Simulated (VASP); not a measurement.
Crystal: ZnSe.

```
Zn Se
1.0
     0.00000    2.86592    2.86592
     2.86592    0.00000    2.86592
     2.86592    2.86592    0.00000
Zn Se
1 1
Cartesian
  0.0000 0.0000 0.0000
  1.4330 1.4330 1.4330
```

* Program: VASP 6.6.1
* Task: relaxation of cell and atoms
* Functional: PBE
* Dispersion: D3(BJ)
* Potentials or basis: VASP PAW PBE potentials, release 64 (Zn, Se)
* Cutoff: 500 eV
* k mesh: 8 × 8 × 8
* Occupations: gaussian, width 0.02 eV
* Spin: no spin polarisation

At the start: pressure -2.1 GPa; volume 23.54 Å³/atom.

Where does the relaxation end?

Over 3 steps the energy falls by 5.9 meV/atom and the volume is 22.69 Å³/atom (-3.6 %); space group F-43m (No. 216, to 0.05 Å).

Step by step:
| step | energy change (eV) | largest force (eV/Å) | pressure (GPa) | volume (Å³) |
| --- | --- | --- | --- | --- |
| 1 | 0.0000 | 0.0000 | -2.13 | 47.08 |
| 2 | -0.0110 | 0.0000 | 0.56 | 44.98 |
| 3 | -0.0117 | 0.0000 | 0.02 | 45.37 |

Final structure:
```yaml
crystal:
  lattice:
    - [0.00000, 2.83089, 2.83089]
    - [2.83089, 0.00000, 2.83089]
    - [2.83089, 2.83089, 0.00000]
  atoms:
    - { symbol: Zn, position: [0.00000, 0.00000, 0.00000] }
    - { symbol: Se, position: [0.25000, 0.25000, 0.25000] }
```
